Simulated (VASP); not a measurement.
Write the native input for VASP 6.6.1 that does the following.

- Task: single point
- Functional: PBEsol
- Potentials or basis: VASP PAW PBE potentials, release 64 (Ca_sv, O)
- Cutoff: 520 eV
- k mesh: 10 × 10 × 10
- Occupations: fermi-dirac, width 0.05 eV
- Spin: no spin polarisation
- Dipole correction: no
- Further INCAR settings: ALGO = Normal; EDIFF = 1e-06; NBANDS = 15

The structure of CaO lies in POSCAR:

```
CaO
1.0
    0.0000000000      2.3835689274      2.3835689274
    2.3835689274      0.0000000000      2.3835689274
    2.3835689274      2.3835689274      0.0000000000
Ca O
1 1
Direct
    0.0000000000      0.0000000000      0.0000000000
    0.5000000000      0.5000000000      0.5000000000
```

These files were run (other wordings do the same):

INCAR

```
PREC = Accurate ; ENCUT = 520
EDIFF = 1E-6 ; ISMEAR = -1
SIGMA = 0.05 ; LREAL = F
LASPH = T ; NELM = 80
ALGO = Normal ; ISIF = 2
LWAVE = F ; LCHARG = T
GGA = PS ; LELF = T
LVHAR = T ; NBANDS = 15
```

KPOINTS

```
Automatic mesh
0
Gamma
  10 10 10
```

Potentials or basis: VASP PAW PBE potentials, release 64 (Ca_sv, O).

The run is started by

```console
$ cat potpaw_PBE.64/Ca_sv/POTCAR potpaw_PBE.64/O/POTCAR > POTCAR
$ mpirun -np 1 vasp_std > vasp.out
```

Results of the run:

```json
{"Pressure": "0.6 GPa", "Band gap on the k mesh": "3.52 eV (least direct gap 3.89 eV)"}
```

Caveat: the PAW data sets were made with another functional, which shifts forces and pressure a little.

Run time: 41 s on 1 thread of Intel Xeon 8259CL (shared host), peak memory 0.17 GiB.
